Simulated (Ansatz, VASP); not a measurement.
**Two plane-wave programs on SiO2**

INCAR

```
PREC = Accurate
ENCUT = 520
EDIFF = 1E-6
ISMEAR = 0
SIGMA = 0.05
LREAL = False
LASPH = True
NELM = 60
ALGO = Normal
ISIF = 2
LWAVE = False
LCHARG = False
GGA = PE
NBANDS = 25
```

Contents of KPOINTS:

```
Automatic mesh
0
Gamma
  6 6 8
```

Contents of POSCAR:

```
SiO2
1.0
    4.3312000000      0.0000000000      0.0000000000
    0.0000000000      4.3312000000      0.0000000000
    0.0000000000      0.0000000000      2.7705000000
Si O
2 4
Direct
    0.5000000000      0.5000000000      0.5000000000
    0.0000000000      0.0000000000      0.0000000000
    0.6930127928      0.6930127928      0.0000000000
    0.1930127928      0.8069872072      0.5000000000
    0.3069872072      0.3069872072      0.0000000000
    0.8069872072      0.1930127928      0.5000000000
```

Input for Ansatz:

```yaml
crystal:
  lattice:
    - [4.3312, 0.0, 0.0]
    - [0.0, 4.3312, 0.0]
    - [0.0, 0.0, 2.7705]
  atoms:
    - { symbol: Si, position: [0.5, 0.5, 0.5] }
    - { symbol: Si, position: [0.0, 0.0, 0.0] }
    - { symbol: O, position: [0.6930127928, 0.6930127928, 0.0] }
    - { symbol: O, position: [0.1930127928, 0.8069872072, 0.5] }
    - { symbol: O, position: [0.3069872072, 0.3069872072, 0.0] }
    - { symbol: O, position: [0.8069872072, 0.1930127928, 0.5] }
basis:
  ecutwfc: 520.0
kpoints:
  mp_grid: { grid: [6, 6, 8] }
hamiltonian:
  xc: pbe
  pseudopotentials: { kind: paw, azcp: { folder: soft_1 } }
scf:
  occupations: { method: gaussian, width: 0.05 }
output:
  forces: true
  stress: true
  eigenvalues: true
```

Alike in both runs: task single point; functional PBE; k mesh 6 × 6 × 8; occupations gaussian, width 0.05 eV; no spin polarisation.

```csv
,VASP,Ansatz
version,VASP 6.6.1,Ansatz 0.2.0
potentials or method,"VASP PAW PBE potentials, release 64 (Si, O), cutoff 520 eV","scalar-relativistic, plane waves, PAW"
valence electrons in the cell,32,32
```

VASP gave:

* gap on the k mesh at the Fermi level (eV): 3.77
* least direct gap on the mesh (eV): 3.77
* pressure (GPa): -19.0
* traceless stress, the component that is largest in VASP (GPa): -4.59
* rms of the force components (eV/Å): 0.182

**Question.** Estimate Ansatz's values.

**Answer.** gap on the k mesh at the Fermi level (eV): 3.79; least direct gap on the mesh (eV): 3.79; pressure (GPa): -19.2; traceless stress, the component that is largest in VASP (GPa): -5.00; rms of the force components (eV/Å): 0.190.

Atom by atom the forces differ by 0.008 eV/Å (rms over components).
